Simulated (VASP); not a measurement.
# Cu5Mo (P6/mmm) in VASP: notebook

Cu5Mo is run at these levels: PBE; tasks: single point.

Program: VASP 6.6.1. These are calculated values, not measurements. Logs are shortened: lines on timing, memory, paths and dates and some standing lists are left out, and cuts for length are marked.

**1. The cell of the first run**

The structure is hexagonal, space group P6/mmm (No. 191). The conventional cell has a = 4.158 Å, b = 4.158 Å, c = 5.138 Å, α = 90.00°, β = 90.00°, γ = 120.00°. Cu (site symmetry 3m) has 8 Cu at 2.40 to 2.71 Å and 3 Mo at 2.73 Å within 3.2 Å. Cu (site symmetry 6/mmm) has 2 Mo at 2.57 Å and 12 Cu at 2.71 Å within 3.4 Å. Mo (site symmetry 6/mmm) has 14 Cu at 2.57 to 2.73 Å within 3.4 Å.

The cell was built from a structure type or drawn by symmetry, and may not be a known phase.

**2. Single point, PBE**

The input, INCAR:

```
SYSTEM = Cu5Mo
PREC = Accurate ; ENCUT = 520
EDIFF = 1E-6 ; ISMEAR = 0
SIGMA = 0.1 ; LREAL = .FALSE.
LASPH = .TRUE. ; NELM = 60
ALGO = Fast ; ISIF = 2
LWAVE = .FALSE. ; LCHARG = .TRUE.
GGA = PE ; LELF = .TRUE.
LVHAR = .TRUE. ; NBANDS = 44
```

The input, KPOINTS:

```
Automatic mesh
0
G
  6 6 4
  0 0 0
```

The input, POSCAR:

```
Cu5Mo
1.0
    4.1575556541     -0.0000000028      0.0000000000
   -2.0787778246      3.6005488155      0.0000000000
    0.0000000000      0.0000000000      5.1378845618
Cu Mo
5 1
Direct
    0.3333333333      0.6666666667      0.2461575735
    0.3333333333      0.6666666667      0.7538424265
    0.6666666667      0.3333333333      0.7538424265
    0.6666666667      0.3333333333      0.2461575735
    0.0000000000      0.0000000000      0.0000000000
    0.0000000000      0.0000000000      0.5000000000
```

Potentials or basis: VASP PAW PBE potentials, release 64 (Cu, Mo_sv).

On the command line:

```bash
> cat potpaw_PBE.64/Cu/POTCAR potpaw_PBE.64/Mo_sv/POTCAR > POTCAR
> mpirun -np 1 vasp_std > vasp.out
```

OUTCAR:

```text
SYSTEM = Cu5Mo
   PREC = Accurate
   ENCUT = 520
   EDIFF = 1E-6
   ISMEAR = 0
   LREAL = .FALSE.
   LASPH = .TRUE.
   NELM = 60
   ISIF = 2
   GGA = PE

 ion  position               nearest neighbor table
   1  0.333  0.667  0.246-   4 2.40   4 2.40   4 2.40   2 2.53   2 2.61   5 2.71   5 2.71   5 2.71
                             6 2.73   6 2.73   6 2.73
   2  0.333  0.667  0.754-   3 2.40   3 2.40   3 2.40   1 2.53   1 2.61   5 2.71   5 2.71   5 2.71
                             6 2.73   6 2.73   6 2.73
   3  0.667  0.333  0.754-   2 2.40   2 2.40   2 2.40   4 2.53   4 2.61   5 2.71   5 2.71   5 2.71
                             6 2.73   6 2.73   6 2.73
   4  0.667  0.333  0.246-   1 2.40   1 2.40   1 2.40   3 2.53   3 2.61   5 2.71   5 2.71   5 2.71
                             6 2.73   6 2.73   6 2.73
   5  0.000  0.000  0.000-   6 2.57   6 2.57   3 2.71   4 2.71   1 2.71   2 2.71   1 2.71   2 2.71
                             3 2.71   4 2.71   3 2.71   4 2.71   1 2.71   2 2.71
   6  0.000  0.000  0.500-   5 2.57   5 2.57   3 2.73   4 2.73   1 2.73   2 2.73   1 2.73   2 2.73
                             3 2.73   4 2.73   3 2.73   4 2.73   1 2.73   2 2.73

  LATTYP: Found a hexagonal cell.
 ALAT       =     4.1575556541
 C/A-ratio  =     1.2357945363

  Lattice vectors:

 A1 = (   4.1575556541,  -0.0000000028,   0.0000000000)
 A2 = (  -2.0787778246,   3.6005488155,   0.0000000000)
 A3 = (   0.0000000000,   0.0000000000,   5.1378845618)

Analysis of symmetry for initial positions (statically):
=====================================================================
 Subroutine PRICEL returns:
 Original cell was already a primitive cell.

 Routine SETGRP: Setting up the symmetry group for a
 hexagonal supercell.

 Subroutine GETGRP returns: Found 24 space group operations
 (whereof 24 operations were pure point group operations)
 out of a pool of 24 trial point group operations.

The static configuration has the point symmetry D_6h.

Analysis of symmetry for dynamics (positions and initial velocities):
=====================================================================
 Subroutine PRICEL returns:
 Original cell was already a primitive cell.

 Routine SETGRP: Setting up the symmetry group for a
 hexagonal supercell.

 Subroutine GETGRP returns: Found 24 space group operations
 (whereof 24 operations were pure point group operations)
 out of a pool of 24 trial point group operations.

The dynamic configuration has the point symmetry D_6h.

 Subroutine INISYM returns: Found 24 space group operations
 (whereof 24 operations are pure point group operations),
 and found     1 'primitive' translations

----------------------------------------------------------------------------------------

                                     Primitive cell

  volume of cell :      76.9115

  direct lattice vectors                    reciprocal lattice vectors
     4.157555654 -0.000000003  0.000000000     0.240525944  0.138867719  0.000000000
    -2.078777825  3.600548815  0.000000000     0.000000000  0.277735437  0.000000000
     0.000000000  0.000000000  5.137884562     0.000000000  0.000000000  0.194632633

  length of vectors
     4.157555654  4.157555654  5.137884562     0.277735437  0.277735437  0.194632633

  position of ions in fractional coordinates (direct lattice)
     0.333333333  0.666666667  0.246157573
     0.333333333  0.666666667  0.753842427
     0.666666667  0.333333333  0.753842427
     0.666666667  0.333333333  0.246157573
     0.000000000  0.000000000  0.000000000
     0.000000000  0.000000000  0.500000000

  ion indices of the primitive-cell ions
   primitive index   ion index
                 1           1
                 2           2
                 3           3
                 4           4
                 5           5
                 6           6

----------------------------------------------------------------------------------------

 KPOINTS: Automatic mesh

Automatic generation of k-mesh.
 Grid dimensions read from file:
 generate k-points for:    6    6    4

 Generating k-lattice:

  Cartesian coordinates                     Fractional coordinates (reciprocal lattice)
     0.040087657  0.023144620  0.000000000     0.166666667  0.000000000  0.000000000
     0.000000000  0.046289240  0.000000000     0.000000000  0.166666667  0.000000000
     0.000000000  0.000000000  0.048658158     0.000000000  0.000000000  0.250000000

  Length of vectors
     0.046289240  0.046289240  0.048658158

  Shift w.r.t. Gamma in fractional coordinates (k-lattice)
     0.000000000  0.000000000  0.000000000

 Subroutine IBZKPT returns following result:
 ===========================================

 Found     21 irreducible k-points:

 Following reciprocal coordinates:
            Coordinates               Weight
  0.000000  0.000000  0.000000      1.000000
  0.166667  0.000000  0.000000      6.000000
  0.333333  0.000000  0.000000      6.000000
  0.500000  0.000000  0.000000      3.000000
  0.166667  0.166667  0.000000      6.000000
  0.333333  0.166667  0.000000     12.000000
[... 13 lines left out ...]
  0.333333  0.166667  0.500000     12.000000
  0.333333  0.333333  0.500000      2.000000
   k-points           NKPTS =     21   k-points in BZ     NKDIM =     21   number of bands    NBANDS=     44
   number of dos      NEDOS =    301   number of ions     NIONS =      6
   total plane-waves  NPLWV =  40960
   dimension x,y,z NGX =    32 NGY =   32 NGZ =   40
   dimension x,y,z NGXF=    64 NGYF=   64 NGZF=   80
   ions per type =               5   1
   NGX,Y,Z   is equivalent  to a cutoff of  12.80, 12.80, 12.94 a.u.
   NGXF,Y,Z  is equivalent  to a cutoff of  25.59, 25.59, 25.89 a.u.
 SYSTEM =  Cu5Mo
   PREC   = accura    normal or accurate (medium, high low for compatibility)
   ISTART =      0    job   : 0-new  1-cont  2-samecut
   ICHARG =      2    charge: 1-file 2-atom 10-const
   ISPIN  =      1    spin polarized calculation?
   LNONCOLLINEAR =      F non collinear calculations
   LSORBIT =      F    spin-orbit coupling
   LASPH  =      T    aspherical Exc in radial PAW
   ENCUT  =  520.0 eV  38.22 Ry    6.18 a.u.   7.73  7.73  9.55*2*pi/ulx,y,z
   NELM   =     60;   NELMIN=  2; NELMDL= -5     # of ELM steps
   EDIFF  = 0.1E-05   stopping-criterion for ELM
   LREAL  =      F    real-space projection
   EDIFFG = 0.1E-04   stopping-criterion for IOM
   NSW    =      0    number of steps for IOM
   IBRION =     -1    ionic relax: 0-MD 1-quasi-New 2-CG
   NFREE  =      0    steps in history (QN), initial steepest desc. (CG)
   ISIF   =      2    stress and relaxation
   ISYM   =      2    0-nonsym 1-usesym 2-fastsym
   POTIM  = 0.5000    time-step for ionic-motion
   TEBEG  =    0.0;   TEEND  =   0.0 temperature during run
   PSTRESS=    0.0 pullay stress
   NELECT =      69.0000    total number of electrons
   NUPDOWN=      -1.0000    fix difference up-down
   EMIN   =  10.00;   EMAX   =-10.00  energy-range for DOS
   EFERMI =   0.00;   METHOD = LEGACY
   ISMEAR =     0;   SIGMA  =   0.10  broadening in eV -4-tet -1-fermi 0-gaus
   EFERMI_NEDOS =   21; number of points for ismear=-14 and -15
   IALGO  =     68    algorithm
   IMIX   =      4    mixing-type and parameters
     AMIX     =   0.40;   BMIX     =  1.00
     AMIX_MAG =   1.60;   BMIX_MAG =  1.00
  volume/ion in A,a.u.               =      12.82        86.50
  Fermi-wavevector in a.u.,A,eV,Ry     =   1.578923  2.983731 33.919275  2.492996
  Thomas-Fermi vector in A             =   2.679380
   LORBIT       =      0    0 simple, 1 ext, 2 COOP (PROOUT), +10 PAW based schemes
   GGA     = PE    functional components
   LHFCALC =     F    Hartree Fock is set to
   AEXX    =    0.0000 exact exchange contribution
   IVDW    =     0    specifies the selected vdW correction
   LEPSILON=     F    determine dielectric tensor
   LRPA    =     F    only Hartree local field effects (RPA)
 non-spin polarized calculation
 RMM-DIIS sequential band-by-band and
 Gauss-broadening in eV      SIGMA  =   0.10
  energy-cutoff  :      520.00
  volume of cell :       76.91
 maximum number of plane-waves:      2095
 NGX is ok and might be reduce to    32
   NGX = 15   NGY = 15   NGZ = 19

 number of electron      69.0000025 magnetization

 Free energy of the ion-electron system (eV)
  ---------------------------------------------------
  ext. energy  EPLUGINS =         0.00000000
  ---------------------------------------------------
  free energy    TOTEN  =       -27.82400865 eV

  energy without entropy =      -27.79190576  energy(sigma->0) =      -27.80795721

 E-fermi :   8.2313     XC(G=0): -12.6986

 val. band max:        8.2251024712   @ k =   0.3333   0.1667   0.2500
 cond. band min:       8.2409479467   @ k =   0.5000   0.0000   0.2500
 fundamental gap:      0.0158454755
 Fermi energy:         8.2312647493

 k-point     1 :       0.0000    0.0000    0.0000
  band No.  band energies     occupation
      1     -52.7533      2.00000
      2     -26.8514      2.00000
      3     -26.8514      2.00000
      4     -26.7918      2.00000
      5      -0.5487      2.00000
      6       3.5674      2.00000
[... 36 lines left out ...]
     43      15.6517      0.00000
     44      15.6783      0.00000

 k-point     2 :       0.1667    0.0000    0.0000
  band No.  band energies     occupation
      1     -52.7531      2.00000
      2     -26.8558      2.00000
      3     -26.8525      2.00000
      4     -26.7912      2.00000
      5      -0.1919      2.00000
      6       3.2837      2.00000
[... 36 lines left out ...]
     43      15.9538      0.00000
     44      16.4787      0.00000

 k-point     3 :       0.3333    0.0000    0.0000
  band No.  band energies     occupation
      1     -52.7528      2.00000
      2     -26.8646      2.00000
      3     -26.8546      2.00000
      4     -26.7900      2.00000
      5       0.8170      2.00000
      6       3.2366      2.00000
[... 835 lines left out ...]
     43      17.3704      0.00000
     44      17.4233      0.00000

 k-point    21 :       0.3333    0.3333    0.5000
  band No.  band energies     occupation
      1     -52.7523      2.00000
      2     -26.8638      2.00000
      3     -26.8638      2.00000
      4     -26.7940      2.00000
      5       3.3907      2.00000
      6       3.3907      2.00000
[... 36 lines left out ...]
     43      18.3208      0.00000
     44      18.4085      0.00000

------------------------ aborting loop because EDIFF is reached ----------------------------------------

  FORCE on cell =-STRESS in cart. coord.  units (eV):
  Direction    XX          YY          ZZ          XY          YZ          ZX
  --------------------------------------------------------------------------------------
  -------------------------------------------------------------------------------------
  Total        0.3139668      0.3139668      0.2723599      0.0000000     -0.0000000      0.0000000
  in kB        6.5403822      6.5403822      5.6736505      0.0000000     -0.0000000      0.0000000
  external PRESSURE =       6.2514716 kB  Pullay stress =       0.0000000 kB

 VOLUME and BASIS-vectors are now :
 -----------------------------------------------------------------------------
  energy-cutoff  :      520.00
  volume of cell :       76.91
      direct lattice vectors                 reciprocal lattice vectors
     4.157555654 -0.000000003  0.000000000     0.240525944  0.138867719  0.000000000
    -2.078777825  3.600548815  0.000000000     0.000000000  0.277735437  0.000000000
     0.000000000  0.000000000  5.137884562     0.000000000  0.000000000  0.194632633

 POSITION                                       TOTAL-FORCE (eV/Angst)
 -----------------------------------------------------------------------------------
      0.00000      2.40037      1.26473         0.000000      0.000000     -0.005458
      0.00000      2.40037      3.87316         0.000000      0.000000      0.005458
      2.07878      1.20018      3.87316        -0.000000     -0.000000      0.005458
      2.07878      1.20018      1.26473        -0.000000     -0.000000     -0.005458
      0.00000      0.00000      0.00000         0.000000     -0.000000     -0.000000
      0.00000      0.00000      2.56894        -0.000000     -0.000000     -0.000000
 -----------------------------------------------------------------------------------
    total drift:                               -0.000000      0.000000     -0.000000

  FREE ENERGIE OF THE ION-ELECTRON SYSTEM (eV)
  ---------------------------------------------------
  free  energy   TOTEN  =       -27.8240086505 eV

  energy  without entropy=      -27.7919057631  energy(sigma->0) =      -27.80795721
```

Run time: 57 s. Hardware: 1 thread of Intel Xeon 6975P-C (Granite Rapids), shared host; peak memory 0.22 GiB.

Results:

- Free energy: -27.8240 eV
- Pressure: 0.6 GPa
- Largest force: 0.005 eV/Å
- Band gap on the k mesh: zero (an odd number of electrons rules out a gap without spin polarisation)

Forces in eV/Å, atoms in the order of the input:
```
Cu   0.000  0.000 -0.005
Cu   0.000  0.000  0.005
Cu   0.000  0.000  0.005
Cu   0.000  0.000 -0.005
Cu   0.000  0.000  0.000
Mo   0.000  0.000  0.000
```

Levels at points of the mesh, in eV from the Fermi level:
| k point | band 32 | band 33 | band 34 | band 35 | band 36 | band 37 |
| --- | --- | --- | --- | --- | --- | --- |
| (0.00, 0.00, 0.00) | -0.38 | -0.38 | 0.08 | 0.87 | 0.87 | 2.46 |
| (0.50, 0.00, 0.00) | -0.52 | -0.36 | -0.15 | -0.05 | 0.69 | 0.72 |
| (0.00, 0.00, 0.50) | -0.64 | -0.26 | -0.26 | 0.57 | 0.57 | 5.33 |
| (0.50, 0.00, 0.50) | -1.68 | -1.62 | -1.13 | -0.37 | 0.71 | 1.04 |

**3. Single point, PBE**

This run uses another cell than the first one, of 16.44 Å³/atom.

The input, INCAR:

```
SYSTEM = Cu5Mo
PREC     = Accurate       ! precision mode
ENCUT    = 520            ! plane-wave cutoff, eV
EDIFF    = 1E-6           ! SCF threshold, eV
ISMEAR   = 0              ! smearing method
SIGMA    = 0.1            ! smearing width, eV
LREAL    = .FALSE.        ! projectors in reciprocal space
LASPH    = .TRUE.         ! aspherical terms in the spheres
NELM     = 100            ! most SCF steps
ALGO     = Fast           ! electronic algorithm
ISIF     = 2              ! what is computed and relaxed
LWAVE    = .FALSE.        ! write WAVECAR
LCHARG   = .TRUE.         ! write CHGCAR
GGA      = PE             ! functional
LELF     = .TRUE.         ! ELF
LVHAR    = .TRUE.       
NBANDS   = 44             ! bands
```

The input, KPOINTS:

```
regular mesh
0
G
  6 6 4
  0 0 0
```

The input, POSCAR:

```
Cu5Mo
1.0
    4.2741408300      0.0000000000      0.0000000000
   -2.1370704100      3.7015145400      0.0000000000
    0.0000000000      0.0000000000      6.2339346900
Cu Mo
5 1
Direct
    0.3333333300      0.6666666700      0.2883244300
    0.3333333300      0.6666666700      0.7116755700
    0.6666666700      0.3333333300      0.7116755700
    0.6666666700      0.3333333300      0.2883244300
    0.0000000000      0.0000000000      0.0000000000
    0.0000000000      0.0000000000      0.5000000000
```

Potentials or basis: VASP PAW PBE potentials, release 64 (Cu, Mo_sv).

On the command line:

```bash
> cat potpaw_PBE.64/Cu/POTCAR potpaw_PBE.64/Mo_sv/POTCAR > POTCAR
> mpirun -np 1 vasp_std > vasp.out
```

Wall time 66 s (1 thread of Intel Xeon 6975P-C (Granite Rapids), shared host); peak memory 0.25 GiB.

Results (log left out):

```
Free energy            : -26.0458 eV
Pressure               : -14.1 GPa
Largest force          : 0.022 eV/Å
Band gap on the k mesh : zero (an odd number of electrons rules out a gap without spin polarisation)
```

Forces on the atoms (eV/Å):
```
Cu   0.000  0.000 -0.022
Cu   0.000  0.000  0.022
Cu   0.000  0.000  0.022
Cu   0.000  0.000 -0.022
Cu   0.000  0.000  0.000
Mo   0.000  0.000  0.000
```

Stress tensor (GPa, compression positive):
```
-12.06   0.00   0.00
  0.00 -12.06   0.00
  0.00   0.00 -18.27
```

Levels at points of the mesh, in eV from the Fermi level:
```
           k point  band 30  band 31  band 32  band 33  band 34  band 35  band 36  band 37  band 38  band 39
(0.00, 0.00, 0.00)    -1.29    -1.29    -1.01    -0.17    -0.17     0.80     0.80     1.68     5.55     5.64
(0.50, 0.00, 0.00)    -1.32    -1.32    -0.58    -0.30    -0.29     0.05     0.73     0.79     0.90     1.08
(0.00, 0.00, 0.50)    -1.32    -1.32    -0.67    -0.22    -0.22     0.75     0.75     3.64     4.10     5.66
(0.50, 0.00, 0.50)    -1.47    -1.29    -0.96    -0.96    -0.89    -0.01     0.73     0.87     1.27     2.29
```

Caveat: the cell stands under tension.
